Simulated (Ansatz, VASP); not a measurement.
SrMg in VASP and in Ansatz

INCAR

```
SYSTEM = SrMg
  PREC = Accurate
  ENCUT = 520
  EDIFF = 1E-6
  ISMEAR = -1
  SIGMA = 0.05
  LREAL = .FALSE.
  LASPH = .TRUE.
  NELM = 80
  ALGO = Normal
  ISIF = 2
  LWAVE = .FALSE.
  LCHARG = .FALSE.
  NBANDS = 13
```

KPOINTS

```
regular mesh
0
G
  9 9 9
  0 0 0
```

Contents of POSCAR:

```
SrMg
1.0
    3.9000000000     -0.0195000000     -0.0195000000
   -0.0195000000      3.9000000000     -0.0195000000
   -0.0195000000     -0.0195000000      3.9000000000
Sr Mg
1 1
Direct
    0.5000000000      0.5000000000      0.5000000000
    0.0000000000      0.0000000000      0.0000000000
```

Input for Ansatz:

```yaml
crystal:
  lattice:
    - [3.9, -0.0195, -0.0195]
    - [-0.0195, 3.9, -0.0195]
    - [-0.0195, -0.0195, 3.9]
  atoms:
    - { symbol: Sr, position: [0.5, 0.5, 0.5] }
    - { symbol: Mg, position: [0.0, 0.0, 0.0] }
kpoints:
  mp_grid: { grid: [9, 9, 9] }
  band_path:
    path:
      - [0.0, 0.0, 0.0]
      - [0.5, 0.0, 0.0]
      - [0.5, -0.5, 0.5]
      - [0.4901240068, -0.5098759932, 0.4901240068]
      - [0.4901240068, 0.4901240068, 0.4901240068]
      - [0.0, 0.0, 0.0]
      - [0.5, -0.5, 0.0]
    npoints: 5
scf:
  occupations: { method: fermi_dirac, width: 0.05 }
hamiltonian:
  xc: lda
  pseudopotentials: { kind: all_electron, lapw: { basis_error: 0.0005 } }
output:
  forces: true
  stress: true
  eigenvalues: true
```

Change from the starting cell: equal xy, yz and zx shear strains of -1 %.

Alike in both runs: task single point; functional LDA; k mesh 9 × 9 × 9; occupations fermi-dirac, width 0.05 eV; no spin polarisation.

```csv
,VASP,Ansatz
version,VASP 6.6.1,Ansatz 0.2.0
potentials or method,"VASP PAW LDA potentials, release 64 (Sr_sv, Mg), cutoff 520 eV","all-electron LAPW, scalar-relativistic"
```

Ansatz gave:

| Property | Result |
| --- | --- |
| pressure (GPa) | 3.4 |
| traceless stress, the component that is largest in VASP (GPa) | 0.31 |

Problem. What did VASP give for the same quantities?

Solution. Pressure (GPa): 3.3; traceless stress, the component that is largest in VASP (GPa): 0.32.

LDA's correlation is that of Perdew and Zunger in VASP and of Perdew and Wang (1992) in Ansatz. Ansatz ran all-electron here, and VASP with PAW potentials.
